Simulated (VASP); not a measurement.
# GeCN2 (R-3m) in VASP: further runs, part 2 of 2

VASP 6.6.1.

### 4 Single point, r2SCAN

This run uses another cell than the first one, of 13.44 Å³/atom, 1.043 times its volume.

POSCAR reads:

```
GeCN2
1.0
    1.7817511454      1.0286945034      4.8889229472
   -1.7817511454      1.0286945034      4.8889229472
    0.0000000000     -2.0573890068      4.8889229472
Ge N C
1 2 1
Direct
    0.0000000000      0.0000000000      0.0000000000
    0.5839044000      0.5839044000      0.5839044000
    0.4160956000      0.4160956000      0.4160956000
    0.5000000000      0.5000000000      0.5000000000
```

INCAR.step1 reads:

```
SYSTEM = GeCN2
  ALGO = Normal
  EDIFF = 1E-4
  ENCUT = 520
  GGA = PE
  ISMEAR = -1
  LASPH = .True.
  LCHARG = .False.
  LREAL = .False.
  LWAVE = .True.
  NBANDS = 22
  NELM = 60
  PREC = Accurate
  SIGMA = 0.05
```

INCAR.step2 reads:

```
SYSTEM = GeCN2
  ALGO = Normal
  EDIFF = 1E-6
  ENCUT = 520
  ISIF = 2
  ISMEAR = -1
  ISTART = 1
  LASPH = .True.
  LCHARG = .False.
  LMIXTAU = .True.
  LREAL = .False.
  LWAVE = .False.
  METAGGA = R2SCAN
  NBANDS = 22
  NELM = 60
  PREC = Accurate
  SIGMA = 0.05
```

KPOINTS reads:

```
k-points
0
Gamma
  9 9 9
  0 0 0
```

Run with:

```sh
cat potpaw_PBE.64/Ge_d/POTCAR potpaw_PBE.64/N/POTCAR potpaw_PBE.64/C/POTCAR > POTCAR
cp INCAR.step1 INCAR
mpirun -np 1 vasp_std > vasp.out
cp INCAR.step2 INCAR
mpirun -np 1 vasp_std > vasp.out
```

Run time: 4.3 min. Hardware: 1 thread of Intel Xeon 6975P-C (Granite Rapids), shared host; peak memory 0.32 GiB.

It converged, with:

| Quantity | Value |
| --- | --- |
| Free energy | -40.6403 eV |
| Pressure | -0.3 GPa |
| Largest force | 0.309 eV/Å |
| Band gap on the k mesh | 1.16 eV, indirect (least direct gap 2.04 eV) |

Forces in eV/Å, atoms in the order of the input:
```
Ge   0.000  0.000  0.000
N    0.000  0.000  0.309
N    0.000  0.000 -0.309
C    0.000  0.000  0.000
```

Stress tensor (GPa, compression positive):
```
-1.11  0.00  0.00
 0.00 -1.11  0.00
 0.00  0.00  1.46
```

Levels at points of the mesh, in eV from the valence-band top:
| k point | band 11 | band 12 | band 13 | band 14 | band 15 | band 16 | band 17 | band 18 |
| --- | --- | --- | --- | --- | --- | --- | --- | --- |
| (0.00, 0.00, 0.00) | -5.66 | -2.17 | -2.17 | -2.17 | 2.67 | 3.47 | 3.47 | 5.29 |

Caveat: the PAW data sets were made with another functional, which shifts forces and pressure a little.

### 5 Single point, r2SCAN

This run uses another cell than the first one, of 13.72 Å³/atom, 1.064 times its volume.

POSCAR reads:

```
GeCN2
1.0
    1.7937903697      1.0356453528      4.9219572124
   -1.7937903697      1.0356453528      4.9219572124
    0.0000000000     -2.0712907056      4.9219572124
Ge N C
1 2 1
Direct
    0.0000000000      0.0000000000      0.0000000000
    0.5839044000      0.5839044000      0.5839044000
    0.4160956000      0.4160956000      0.4160956000
    0.5000000000      0.5000000000      0.5000000000
```

INCAR.step1 reads:

```
SYSTEM = GeCN2
ALGO = Normal
EDIFF = 1E-4
ENCUT = 520
GGA = PE
ISMEAR = -1
LASPH = .True.
LCHARG = .False.
LREAL = .False.
LWAVE = .True.
NBANDS = 22
NELM = 100
PREC = Accurate
SIGMA = 0.05
```

INCAR.step2 reads:

```
SYSTEM = GeCN2
ALGO = Normal
EDIFF = 1E-6
ENCUT = 520
ISIF = 2
ISMEAR = -1
ISTART = 1
LASPH = .True.
LCHARG = .False.
LMIXTAU = .True.
LREAL = .False.
LWAVE = .False.
METAGGA = R2SCAN
NBANDS = 22
NELM = 100
PREC = Accurate
SIGMA = 0.05
```

KPOINTS is that of step 4.

Run with:

```sh
cat potpaw_PBE.64/Ge_d/POTCAR potpaw_PBE.64/N/POTCAR potpaw_PBE.64/C/POTCAR > POTCAR
cp INCAR.step1 INCAR
mpirun -np 1 vasp_std > vasp.out
cp INCAR.step2 INCAR
mpirun -np 1 vasp_std > vasp.out
```

It took 4.3 min on 1 thread of Intel Xeon 6975P-C (Granite Rapids), shared host; peak memory 0.32 GiB.

It converged, with:

- Free energy: -40.6304 eV
- Pressure: -3.0 GPa
- Largest force: 0.289 eV/Å
- Band gap on the k mesh: 1.21 eV, indirect (least direct gap 2.13 eV)

Forces in eV/Å, atoms in the order of the input:
```
Ge   0.000  0.000  0.000
N    0.000  0.000 -0.289
N    0.000  0.000  0.289
C    0.000  0.000  0.000
```

Stress tensor (GPa, compression positive):
```
-2.16  0.00  0.00
 0.00 -2.16  0.00
 0.00  0.00 -4.60
```

Levels at points of the mesh, in eV from the valence-band top:
| k point | band 12 | band 13 | band 14 | band 15 | band 16 | band 17 |
| --- | --- | --- | --- | --- | --- | --- |
| (0.00, 0.00, 0.00) | -2.26 | -2.06 | -2.06 | 2.68 | 3.47 | 3.47 |

Caveat: the PAW data sets were made with another functional, which shifts forces and pressure a little. r2SCAN opens gaps a little over a GGA but as a rule still falls short of measured ones.

### 6 Single point, r2SCAN

This run uses another cell than the first one, of 13.99 Å³/atom, 1.085 times its volume.

POSCAR reads:

```
GeCN2
1.0
    1.8056701223      1.0425041312      4.9545539055
   -1.8056701223      1.0425041312      4.9545539055
    0.0000000000     -2.0850082624      4.9545539055
Ge N C
1 2 1
Direct
    0.0000000000      0.0000000000      0.0000000000
    0.5839044000      0.5839044000      0.5839044000
    0.4160956000      0.4160956000      0.4160956000
    0.5000000000      0.5000000000      0.5000000000
```

INCAR.step1 reads:

```
PREC = Accurate ; ENCUT = 520
ISMEAR = -1 ; SIGMA = 0.05
LREAL = F ; LASPH = T
NELM = 80 ; NBANDS = 22
GGA = PE ; ALGO = Normal
EDIFF = 1E-4 ; LWAVE = T
LCHARG = F
```

INCAR.step2 reads:

```
PREC = Accurate ; ENCUT = 520
EDIFF = 1E-6 ; ISMEAR = -1
SIGMA = 0.05 ; LREAL = F
LASPH = T ; NELM = 80
ALGO = Normal ; ISIF = 2
LWAVE = F ; LCHARG = F
METAGGA = R2SCAN ; LMIXTAU = T
NBANDS = 22 ; ISTART = 1
```

KPOINTS reads:

```
regular mesh
0
Gamma
  9 9 9
```

Potentials or basis: VASP PAW PBE potentials, release 64 (Ge_d, N, C).

Run with:

```sh
cat potpaw_PBE.64/Ge_d/POTCAR potpaw_PBE.64/N/POTCAR potpaw_PBE.64/C/POTCAR > POTCAR
cp INCAR.step1 INCAR
mpirun -np 1 vasp_std > vasp.out
cp INCAR.step2 INCAR
mpirun -np 1 vasp_std > vasp.out
```

OUTCAR:

```text
PREC = Accurate
   ENCUT = 520
   EDIFF = 1E-6
   ISMEAR = -1
   LREAL = F
   LASPH = T
   NELM = 80
   ISIF = 2
   METAGGA = R2SCAN
   ISTART = 1

 ion  position               nearest neighbor table
   1  0.000  0.000  0.000-
   2  0.584  0.584  0.584-   4 1.25
   3  0.416  0.416  0.416-   4 1.25
   4  0.500  0.500  0.500-   2 1.25   3 1.25

  LATTYP: Found a trigonal (rhomboedric) cell.
 ALAT       =     5.3753942978
 COS(alpha) =     0.7743235887

  Lattice vectors:

 A1 = (   1.8056701223,   1.0425041312,   4.9545539055)
 A2 = (  -1.8056701223,   1.0425041312,   4.9545539055)
 A3 = (   0.0000000000,  -2.0850082624,   4.9545539055)

Analysis of symmetry for initial positions (statically):
=====================================================================
 Subroutine PRICEL returns:
 Original cell was already a primitive cell.

 Routine SETGRP: Setting up the symmetry group for a
 trigonal (rhombohedral) supercell.

 Subroutine GETGRP returns: Found 12 space group operations
 (whereof 12 operations were pure point group operations)
 out of a pool of 12 trial point group operations.

The static configuration has the point symmetry D_3d.

Analysis of symmetry for dynamics (positions and initial velocities):
=====================================================================
 Subroutine PRICEL returns:
 Original cell was already a primitive cell.

 Routine SETGRP: Setting up the symmetry group for a
 trigonal (rhombohedral) supercell.

 Subroutine GETGRP returns: Found 12 space group operations
 (whereof 12 operations were pure point group operations)
 out of a pool of 12 trial point group operations.

The dynamic configuration has the point symmetry D_3d.

 Subroutine INISYM returns: Found 12 space group operations
 (whereof 12 operations are pure point group operations),
 and found     1 'primitive' translations

----------------------------------------------------------------------------------------

                                     Primitive cell

  volume of cell :      55.9593

  direct lattice vectors                    reciprocal lattice vectors
     1.805670122  1.042504131  4.954553906     0.276905507  0.159871469  0.067278173
    -1.805670122  1.042504131  4.954553906    -0.276905507  0.159871469  0.067278173
     0.000000000 -2.085008262  4.954553906     0.000000000 -0.319742938  0.067278173

  length of vectors
     5.375394298  5.375394298  5.375394298     0.326744393  0.326744393  0.326744393

  position of ions in fractional coordinates (direct lattice)
     0.000000000  0.000000000  0.000000000
     0.583904400  0.583904400  0.583904400
     0.416095600  0.416095600  0.416095600
     0.500000000  0.500000000  0.500000000

  ion indices of the primitive-cell ions
   primitive index   ion index
                 1           1
                 2           2
                 3           3
                 4           4

----------------------------------------------------------------------------------------

 KPOINTS: regular mesh

Automatic generation of k-mesh.
 Grid dimensions read from file:
 generate k-points for:    9    9    9

 Generating k-lattice:

  Cartesian coordinates                     Fractional coordinates (reciprocal lattice)
     0.030767279  0.017763497  0.007475353     0.111111111 -0.000000000  0.000000000
    -0.030767279  0.017763497  0.007475353    -0.000000000  0.111111111  0.000000000
     0.000000000 -0.035526993  0.007475353     0.000000000  0.000000000  0.111111111

  Length of vectors
     0.036304933  0.036304933  0.036304933

  Shift w.r.t. Gamma in fractional coordinates (k-lattice)
     0.000000000  0.000000000  0.000000000

 Subroutine IBZKPT returns following result:
 ===========================================

 Found     85 irreducible k-points:

 Following reciprocal coordinates:
            Coordinates               Weight
  0.000000  0.000000  0.000000      1.000000
  0.111111 -0.000000 -0.000000      6.000000
  0.222222  0.000000  0.000000      6.000000
  0.333333  0.000000  0.000000      6.000000
  0.444444  0.000000  0.000000      6.000000
  0.111111  0.111111 -0.000000      6.000000
[... 16 lines left out ...]
 -0.333333  0.333333  0.000000      6.000000
  0.444444  0.444444  0.000000      6.000000
 [... further k-points ...]
   k-points           NKPTS =     85   k-points in BZ     NKDIM =     85   number of bands    NBANDS=     22
   number of dos      NEDOS =    301   number of ions     NIONS =      4
   total plane-waves  NPLWV =  64000
   dimension x,y,z NGX =    40 NGY =   40 NGZ =   40
   dimension x,y,z NGXF=    80 NGYF=   80 NGZF=   80
   ions per type =               1   2   1
   NGX,Y,Z   is equivalent  to a cutoff of  12.37, 12.37, 12.37 a.u.
   NGXF,Y,Z  is equivalent  to a cutoff of  24.74, 24.74, 24.74 a.u.
 SYSTEM =  unknown system
   PREC   = accura    normal or accurate (medium, high low for compatibility)
   ISTART =      1    job   : 0-new  1-cont  2-samecut
   ICHARG =      0    charge: 1-file 2-atom 10-const
   ISPIN  =      1    spin polarized calculation?
   LNONCOLLINEAR =      F non collinear calculations
   LSORBIT =      F    spin-orbit coupling
   LASPH  =      T    aspherical Exc in radial PAW
   ENCUT  =  520.0 eV  38.22 Ry    6.18 a.u.   9.99  9.99  9.99*2*pi/ulx,y,z
   NELM   =     80;   NELMIN=  2; NELMDL=  0     # of ELM steps
   EDIFF  = 0.1E-05   stopping-criterion for ELM
   LREAL  =      F    real-space projection
   EDIFFG = 0.1E-04   stopping-criterion for IOM
   NSW    =      0    number of steps for IOM
   IBRION =     -1    ionic relax: 0-MD 1-quasi-New 2-CG
   NFREE  =      0    steps in history (QN), initial steepest desc. (CG)
   ISIF   =      2    stress and relaxation
   ISYM   =      2    0-nonsym 1-usesym 2-fastsym
   POTIM  = 0.5000    time-step for ionic-motion
   TEBEG  =    0.0;   TEEND  =   0.0 temperature during run
   PSTRESS=    0.0 pullay stress
   NELECT =      28.0000    total number of electrons
   NUPDOWN=      -1.0000    fix difference up-down
   EMIN   =  10.00;   EMAX   =-10.00  energy-range for DOS
   EFERMI =   0.00;   METHOD = LEGACY
   ISMEAR =    -1;   SIGMA  =   0.05  broadening in eV -4-tet -1-fermi 0-gaus
   EFERMI_NEDOS =   21; number of points for ismear=-14 and -15
   IALGO  =     38    algorithm
   IMIX   =      4    mixing-type and parameters
     AMIX     =   0.40;   BMIX     =  1.00
     AMIX_MAG =   1.60;   BMIX_MAG =  1.00
  volume/ion in A,a.u.               =      13.99        94.41
  Fermi-wavevector in a.u.,A,eV,Ry     =   1.299681  2.456041 22.982570  1.689171
  Thomas-Fermi vector in A             =   2.430929
   LORBIT       =      0    0 simple, 1 ext, 2 COOP (PROOUT), +10 PAW based schemes
   METAGGA = R2SCAN    functional components
   LHFCALC =     F    Hartree Fock is set to
   AEXX    =    0.0000 exact exchange contribution
   IVDW    =     0    specifies the selected vdW correction
   LEPSILON=     F    determine dielectric tensor
   LRPA    =     F    only Hartree local field effects (RPA)
 non-spin polarized calculation
  energy-cutoff  :      520.00
  volume of cell :       55.96
 maximum number of plane-waves:      1527
   NGX = 19   NGY = 19   NGZ = 19

 number of electron      28.0000001 magnetization

 Free energy of the ion-electron system (eV)
  ---------------------------------------------------
  ext. energy  EPLUGINS =         0.00000000
  ---------------------------------------------------
  free energy    TOTEN  =       -40.60283576 eV

  energy without entropy =      -40.60283569  energy(sigma->0) =      -40.60283572

 E-fermi :   3.8456     XC(G=0): -10.3601

 val. band max:        3.1709136262   @ k =  -0.4444  -0.4444   0.2222
 cond. band min:       4.4319343687   @ k =   0.4444   0.4444   0.4444
 fundamental gap:      1.2610207425
 Fermi energy:         3.8456005006

 k-point     1 :       0.0000    0.0000    0.0000
  band No.  band energies     occupation
      1     -22.3343      2.00000
      2     -22.3343      2.00000
      3     -22.3301      2.00000
      4     -22.3212      2.00000
      5     -22.3212      2.00000
      6     -17.0791      2.00000
[... 574 lines left out ...]
      6     -16.7006      2.00000
[... 14 lines left out ...]
     21      12.6334      0.00000
     22      15.7130      0.00000

 [... further k-points ...]

------------------------ aborting loop because EDIFF is reached ----------------------------------------

  FORCE on cell =-STRESS in cart. coord.  units (eV):
  Direction    XX          YY          ZZ          XY          YZ          ZX
  --------------------------------------------------------------------------------------
  -------------------------------------------------------------------------------------
  Total       -1.0865792     -1.0865792     -3.5240044     -0.0000000      0.0000000      0.0000000
  in kB      -31.1099956    -31.1099956   -100.8962475     -0.0000000      0.0000000      0.0000000
  external PRESSURE =     -54.3720796 kB  Pullay stress =       0.0000000 kB

 VOLUME and BASIS-vectors are now :
 -----------------------------------------------------------------------------
  energy-cutoff  :      520.00
  volume of cell :       55.96
      direct lattice vectors                 reciprocal lattice vectors
     1.805670122  1.042504131  4.954553906     0.276905507  0.159871469  0.067278173
    -1.805670122  1.042504131  4.954553906    -0.276905507  0.159871469  0.067278173
     0.000000000 -2.085008262  4.954553906     0.000000000 -0.319742938  0.067278173

 POSITION                                       TOTAL-FORCE (eV/Angst)
 -----------------------------------------------------------------------------------
      0.00000      0.00000      0.00000        -0.000000     -0.000000      0.000000
      0.00000      0.00000      8.67896        -0.000000      0.000000     -0.845722
      0.00000      0.00000      6.18470        -0.000000      0.000000      0.845722
      0.00000      0.00000      7.43183         0.000000     -0.000000      0.000000
 -----------------------------------------------------------------------------------
    total drift:                               -0.000000      0.000000     -0.000000

  FREE ENERGIE OF THE ION-ELECTRON SYSTEM (eV)
  ---------------------------------------------------
  free  energy   TOTEN  =       -40.6028357556 eV

  energy  without entropy=      -40.6028356919  energy(sigma->0) =      -40.60283572
```

Wall time 4.7 min (1 thread of Intel Xeon 6975P-C (Granite Rapids), shared host); peak memory 0.32 GiB.

What came out:

| Item | Value |
| --- | --- |
| Free energy | -40.6028 eV |
| Pressure | -5.4 GPa |
| Largest force | 0.846 eV/Å |
| Band gap on the k mesh | 1.26 eV, indirect (least direct gap 2.20 eV) |

Forces on the atoms (eV/Å):
```
Ge   0.000  0.000  0.000
N    0.000  0.000 -0.846
N    0.000  0.000  0.846
C    0.000  0.000  0.000
```

Caveat: the PAW data sets were made with another functional, which shifts forces and pressure a little. r2SCAN opens gaps a little over a GGA but as a rule still falls short of measured ones.

### 7 Overview

```csv
cell,gap on the mesh (eV),pressure (GPa),largest force (eV/Å)
"a = 5.231 Å, angles 39.3°, 4 atoms",1.05,6.1,1.64
"a = 5.268 Å, angles 39.3°, 4 atoms",1.11,2.7,0.95
"a = 5.304 Å, angles 39.3°, 4 atoms",1.16,-0.3,0.31
"a = 5.340 Å, angles 39.3°, 4 atoms",1.21,-3.0,0.29
"a = 5.375 Å, angles 39.3°, 4 atoms",1.26,-5.4,0.85
```

Alike in all rows: task single point; level r2SCAN; potentials or basis VASP PAW PBE potentials, release 64 (Ge_d, N, C); no spin polarisation; k mesh 9 × 9 × 9; cutoff (eV) 520; smearing fermi-dirac 0.05 eV.

Caveats: the PAW data sets were made with another functional, which shifts forces and pressure a little.

Absolute energies hang on the potentials; compare differences alone.
